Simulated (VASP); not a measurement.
Runs of VASP 6.6.1 on MgCd3. It takes space group Fm-3m (No. 225, cubic). Conventional cell: a = 7.081 Å, b = 7.081 Å, c = 7.081 Å, α = 90.00°, β = 90.00°, γ = 90.00°. Mg (site symmetry m-3m) has 14 Cd at 3.07 to 3.54 Å within 4.0 Å. Within 4.0 Å of Cd (site symmetry m-3m) lie 8 Cd at 3.07 Å and 6 Mg at 3.54 Å. Cd (site symmetry -43m) has 4 Mg at 3.07 Å and 10 Cd at 3.07 to 3.54 Å within 4.0 Å. 

```tsv
k mesh	gap on the mesh (eV)	pressure (GPa)
7 × 7 × 7	none	-5.0
3 × 3 × 3	none	-4.4
2 × 2 × 2	none	-1.2
4 × 4 × 4	none	-4.7
6 × 6 × 6	none	-5.0
5 × 5 × 5	none	(a)
```

Alike in all rows: task single point; level LDA; potentials or basis VASP PAW LDA potentials, release 64 (Mg, Cd); no spin polarisation; cell as given; cutoff (eV) 520; smearing fermi-dirac 0.15 eV.

Question: Fill in the values left out.

Answer: (a) -5.1.

Caveats: some runs use coarse meshes.

A k mesh can miss the band edges, and the runs leave out spin-orbit coupling on Cd.

A gap of «none» marks levels without a gap at the run's occupations.
